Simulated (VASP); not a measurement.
MoS2:

```
Mo S
1.0
     1.58000    0.91221    6.15000
    -1.58000    0.91221    6.15000
     0.00000   -1.82443    6.15000
Mo S
1 2
Direct
  0.00000 0.00000 0.00000
  0.41700 0.41700 0.41700
  0.25000 0.25000 0.25000
```

* Program: VASP 6.6.1
* Task: relaxation of cell and atoms
* Functional: BLYP
* Dispersion: D4
* Potentials or basis: VASP PAW PBE potentials, release 64 (Mo_sv, S)
* Cutoff: 600 eV
* k mesh: 10 × 10 × 10
* Occupations: fermi-dirac, width 0.05 eV
* Spin: no spin polarisation

At the start: pressure 5.6 GPa; volume 17.73 Å³/atom.

Question: Where does the relaxation end?

Answer: Over 17 steps the energy falls by 20.4 meV/atom and the volume is 17.55 Å³/atom (-1.0 %); space group R3m (No. 160, to 0.1 Å) before and after.

Step by step:
```csv
step,energy change (eV),largest force (eV/Å),pressure (GPa),volume (Å³)
1,0.0000,0.8994,5.61,53.18
2,0.1087,1.1786,-9.38,58.11
3,-0.0396,0.1354,0.02,54.70
4,-0.0397,0.0898,-0.33,54.80
5,-0.0397,0.1046,-0.23,54.77
6,-0.0447,0.1666,-0.33,54.68
7,-0.0335,0.3030,-0.46,54.52
8,-0.0366,0.2495,-0.56,54.34
9,-0.0432,0.1328,-0.83,53.80
10,-0.0439,0.2224,-1.20,52.71
11,-0.0458,0.1196,-1.01,53.23
12,-0.0607,0.0738,0.57,52.46
13,-0.0607,0.0708,0.52,52.48
14,-0.0609,0.0509,0.15,52.66
15,-0.0611,0.0352,-0.10,52.68
16,-0.0611,0.0188,-0.06,52.68
17,-0.0611,0.0091,0.03,52.65
```

Final structure:
```
Mo S
1.0
     1.60098    0.92433    5.92938
    -1.60098    0.92433    5.92938
     0.00000   -1.84865    5.92938
Mo S
1 2
Direct
  0.00007 0.00007 0.00007
  0.42136 0.42136 0.42136
  0.24556 0.24556 0.24556
```

Caveat: the PAW data sets were made with another functional, which shifts forces and pressure a little.
